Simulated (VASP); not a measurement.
# C (P6_3/mmc) in VASP: further runs, part 2 of 2

VASP 6.6.1.

## (3) Single point, PBE+D3(BJ) (strain +0.080 along x and y, +0.000 along z)

File INCAR:

```
PREC = Accurate
ENCUT = 520
EDIFF = 1E-6
ISMEAR = 0
SIGMA = 0.15
LREAL = False
LASPH = True
NELM = 100
ALGO = Normal
ISIF = 2
LWAVE = False
LCHARG = False
GGA = PE
IVDW = 12
NBANDS = 16
```

File KPOINTS:

```
Automatic mesh
0
Gamma
  24 24 8
```

File POSCAR:

```
C
1.0
    2.6621780387      0.0000000000      0.0000000000
   -1.3310890193      2.3055138109      0.0000000000
    0.0000000000      0.0000000000      6.7384326307
C
4
Direct
    0.0000000000      0.0000000000      0.0025000000
    0.0000000000      0.0000000000      0.5025000000
    0.3333333333      0.6666666667      0.0025000000
    0.6666666667      0.3333333333      0.5025000000
```

Potentials or basis: VASP PAW PBE potentials, release 64 (C).

The run is started by

```console
> cat potpaw_PBE.64/C/POTCAR > POTCAR
> mpirun -np 1 vasp_std > vasp.out
```

Wall time 3.5 min (1 thread of Intel Xeon 8259CL, shared host); peak memory 0.27 GiB.

The run converged. Its results:

| Property | Result |
| --- | --- |
| Free energy | -36.0164 eV |
| Pressure | -45.6 GPa |
| Band gap on the k mesh | zero (bands 8 and 9 overlap by 0.03 eV) |
| Dispersion energy per atom | -0.141 eV |

Stress tensor (GPa, compression positive):
```
-68.69   0.00   0.00
  0.00 -68.69   0.00
  0.00   0.00   0.57
```

Levels at points of the mesh, in eV from the Fermi level:
| k point | band 6 | band 7 | band 8 | band 9 | band 10 | band 11 |
| --- | --- | --- | --- | --- | --- | --- |
| (0.00, 0.00, 0.00) | -3.04 | -3.01 | -3.01 | 5.10 | 6.92 | 6.92 |
| (0.50, 0.00, 0.00) | -5.70 | -2.38 | -1.65 | 1.46 | 2.00 | 5.11 |
| (0.00, 0.00, 0.50) | -3.02 | -3.02 | -3.02 | 6.95 | 6.95 | 6.95 |
| (0.50, 0.00, 0.50) | -5.74 | -1.93 | -1.93 | 1.52 | 1.52 | 5.30 |

Caveat: the cell differs from its parent crystal (strain +0.080 along x and y, +0.000 along z); the stress differs along the axes, from -69 to 1 GPa.

## (4) Single point, PBE+D3(BJ) (strain +0.040 along x and y, +0.080 along z)

File INCAR:

```
SYSTEM = C
  ALGO = Normal
  EDIFF = 1E-7
  ENCUT = 520
  GGA = PE
  ISIF = 2
  ISMEAR = 0
  IVDW = 12
  LASPH = .True.
  LCHARG = .True.
  LELF = .True.
  LREAL = .False.
  LVHAR = .True.
  LWAVE = .False.
  NBANDS = 16
  NELM = 100
  PREC = Accurate
  SIGMA = 0.15
```

File KPOINTS:

```
k-points
0
Gamma
  24 24 8
  0 0 0
```

File POSCAR:

```
C
1.0
    2.5635788521      0.0000000000      0.0000000000
   -1.2817894260      2.2201244105      0.0000000000
    0.0000000000      0.0000000000      7.2775072412
C
4
Direct
    0.0000000000      0.0000000000      0.0025000000
    0.0000000000      0.0000000000      0.5025000000
    0.3333333333      0.6666666667      0.0025000000
    0.6666666667      0.3333333333      0.5025000000
```

The run is started by

```console
> cat potpaw_PBE.64/C/POTCAR > POTCAR
> mpirun -np 1 vasp_std > vasp.out
```

Run time: 4.3 min. Hardware: 1 thread of Intel Xeon 8259CL, shared host; peak memory 0.27 GiB.

It converged, with:

| Property | Result |
| --- | --- |
| Free energy | -37.0603 eV |
| Pressure | -26.0 GPa |
| Band gap on the k mesh | zero (bands 8 and 9 overlap by 0.01 eV) |
| Dispersion energy per atom | -0.136 eV |

Stress tensor (GPa, compression positive):
```
-38.34   0.00   0.00
  0.00 -38.34   0.00
  0.00   0.00  -1.29
```

Levels at points of the mesh, in eV from the Fermi level:
| k point | band 4 | band 5 | band 6 | band 7 | band 8 | band 9 | band 10 | band 11 | band 12 | band 13 |
| --- | --- | --- | --- | --- | --- | --- | --- | --- | --- | --- |
| (0.00, 0.00, 0.00) | -6.14 | -3.06 | -3.06 | -3.05 | -3.05 | 4.14 | 7.58 | 7.58 | 7.61 | 7.61 |
| (0.50, 0.00, 0.00) | -12.48 | -6.09 | -6.06 | -2.39 | -1.94 | 1.47 | 1.92 | 6.17 | 6.39 | 10.74 |
| (0.00, 0.00, 0.50) | -6.87 | -3.05 | -3.05 | -3.05 | -3.05 | 6.21 | 6.21 | 7.59 | 7.59 | 7.59 |
| (0.50, 0.00, 0.50) | -12.51 | -6.08 | -6.08 | -2.14 | -2.14 | 1.60 | 1.60 | 6.28 | 6.28 | 11.73 |

Caveat: the cell differs from its parent crystal (strain +0.040 along x and y, +0.080 along z); the stress differs along the axes, from -38 to -1 GPa.

## (5) Single point, PBE+D3(BJ) (strain -0.080 along x and y, -0.080 along z)

File INCAR:

```
SYSTEM = C
  ALGO = Normal
  EDIFF = 1E-7
  ENCUT = 520
  GGA = PE
  ISIF = 2
  ISMEAR = 0
  IVDW = 12
  LASPH = .TRUE.
  LCHARG = .FALSE.
  LREAL = .FALSE.
  LWAVE = .FALSE.
  NBANDS = 16
  NELM = 100
  PREC = Accurate
  SIGMA = 0.15
```

File KPOINTS:

```
k-points
0
G
  24 24 8
  0 0 0
```

File POSCAR:

```
C
1.0
    2.2677812922      0.0000000000      0.0000000000
   -1.1338906461      1.9639562093      0.0000000000
    0.0000000000      0.0000000000      6.1993580202
C
4
Direct
    0.0000000000      0.0000000000      0.0025000000
    0.0000000000      0.0000000000      0.5025000000
    0.3333333333      0.6666666667      0.0025000000
    0.6666666667      0.3333333333      0.5025000000
```

Potentials or basis: VASP PAW PBE potentials, release 64 (C).

The run is started by

```console
> cat potpaw_PBE.64/C/POTCAR > POTCAR
> mpirun -np 1 vasp_std > vasp.out
```

OUTCAR:

```text
SYSTEM = C
   EDIFF = 1E-7
   ENCUT = 520
   GGA = PE
   ISIF = 2
   ISMEAR = 0
   IVDW = 12
   LASPH = .TRUE.
   LREAL = .FALSE.
   NELM = 100
   PREC = Accurate
 IVDW          = 12

 ion  position               nearest neighbor table
   1  0.000  0.000  0.002-   3 1.31   3 1.31   3 1.31
   2  0.000  0.000  0.502-   4 1.31   4 1.31   4 1.31
   3  0.333  0.667  0.002-   1 1.31   1 1.31   1 1.31
   4  0.667  0.333  0.502-   2 1.31   2 1.31   2 1.31

  LATTYP: Found a hexagonal cell.
[... 658 lines left out ...]

 E8    (eV) :    -0.1795

  FORCE on cell =-STRESS in cart. coord.  units (eV):
  Direction    XX          YY          ZZ          XY          YZ          ZX
  --------------------------------------------------------------------------------------
  -------------------------------------------------------------------------------------
  Total      27.37596    27.37596     0.71433     0.00000     0.00000     0.00000
  in kB    1588.54789  1588.54789    41.45070     0.00000     0.00000     0.00000
  external pressure =     1072.85 kB  Pullay stress =        0.00 kB

 VOLUME and BASIS-vectors are now :
 -----------------------------------------------------------------------------
  energy-cutoff  :      520.00
  volume of cell :       27.61
      direct lattice vectors                 reciprocal lattice vectors
     2.267781292  0.000000000  0.000000000     0.440959630  0.254588161  0.000000000
    -1.133890646  1.963956209  0.000000000     0.000000000  0.509176322  0.000000000
     0.000000000  0.000000000  6.199358020     0.000000000  0.000000000  0.161307025

 POSITION                                       TOTAL-FORCE (eV/Angst)
 -----------------------------------------------------------------------------------
      0.00000      0.00000      0.01550         0.000000      0.000000     -0.000000
      0.00000      0.00000      3.11518        -0.000000     -0.000000      0.000000
     -0.00000      1.30930      0.01550        -0.000000     -0.000000     -0.000000
      1.13389      0.65465      3.11518         0.000000      0.000000      0.000000
 -----------------------------------------------------------------------------------
    total drift:                               -0.000000     -0.000000      0.000005

  FREE ENERGIE OF THE ION-ELECTRON SYSTEM (eV)
  ---------------------------------------------------
  free  energy   TOTEN  =       -35.1864146877 eV

  energy  without entropy=      -35.1857653577  energy(sigma->0) =      -35.18609002
```

OSZICAR:

```text
N       E                     dE             d eps       ncg     rms          rms(c)
DAV:   1     0.319167398820E+02    0.31917E+02   -0.84654E+03  9784   0.967E+02
DAV:   2    -0.370321121814E+02   -0.68949E+02   -0.63208E+02 13872   0.198E+02
DAV:   3    -0.392181667081E+02   -0.21861E+01   -0.21780E+01 12352   0.319E+01
DAV:   4    -0.392313671355E+02   -0.13200E-01   -0.13199E-01 12280   0.305E+00
DAV:   5    -0.392315212173E+02   -0.15408E-03   -0.15408E-03 12216   0.307E-01    0.121E+01
DAV:   6    -0.356356526235E+02    0.35959E+01   -0.22537E+00 11256   0.104E+01    0.710E+00
DAV:   7    -0.345450118266E+02    0.10906E+01   -0.27080E+00 11840   0.115E+01    0.245E+00
DAV:   8    -0.345656921180E+02   -0.20680E-01   -0.15789E-01 11272   0.250E+00    0.105E+00
DAV:   9    -0.345590847523E+02    0.66074E-02   -0.81426E-03 11472   0.687E-01    0.201E-01
DAV:  10    -0.345592576670E+02   -0.17291E-03   -0.10931E-03 12056   0.235E-01    0.149E-01
DAV:  11    -0.345592559001E+02    0.17669E-05   -0.39459E-05 11560   0.479E-02    0.950E-03
DAV:  12    -0.345592577901E+02   -0.18900E-05   -0.21612E-06 11624   0.110E-02    0.109E-02
DAV:  13    -0.345592576557E+02    0.13444E-06   -0.18123E-07 11504   0.341E-03    0.580E-03
DAV:  14    -0.345592573093E+02    0.34641E-06   -0.50220E-08  8872   0.195E-03    0.703E-04
DAV:  15    -0.345592572740E+02    0.35280E-07   -0.12763E-08  5592   0.101E-03
   1 F= -.35186415E+02 E0= -.35186090E+02  d E =-.649330E-03
```

It took 3.1 min on 1 thread of Intel Xeon 8259CL, shared host; peak memory 0.22 GiB.

Results:

```yaml
Free_energy: -35.1864 eV
Pressure: 107.3 GPa
Band_gap_on_the_k_mesh: zero (bands 8 and 9 overlap by 0.05 eV)
Dispersion_energy_per_atom: -0.157 eV
```

Caveat: the cell differs from its parent crystal (strain -0.080 along x and y, -0.080 along z); the stress differs along the axes, from 4 to 159 GPa.

## (6) The runs side by side

```csv
cell,gap on the mesh (eV),pressure (GPa)
"a = 2.564, b = 2.564, c = 7.008 Å, angles 90.0, 90.0, 120.0°, 4 atoms",none,-26.9
"a = 2.662, b = 2.662, c = 6.738 Å, angles 90.0, 90.0, 120.0°, 4 atoms",none,-45.6
"a = 2.564, b = 2.564, c = 7.278 Å, angles 90.0, 90.0, 120.0°, 4 atoms",none,-26.0
"a = 2.268, b = 2.268, c = 6.199 Å, angles 90.0, 90.0, 120.0°, 4 atoms",none,107.3
```

Alike in all rows: task single point; level PBE+D3(BJ); potentials or basis VASP PAW PBE potentials, release 64 (C); no spin polarisation; k mesh 24 × 24 × 8; cutoff (eV) 520; smearing gaussian 0.15 eV.

Caveats: the stress differs along the axes, from -40 to -1 GPa (at least some runs); the stress differs along the axes, from -69 to 1 GPa (at least some runs); the stress differs along the axes, from -38 to -1 GPa (at least some runs); the stress differs along the axes, from 4 to 159 GPa (at least some runs).

Total energies depend on the potentials used, so only differences within one code and one set of settings carry meaning.
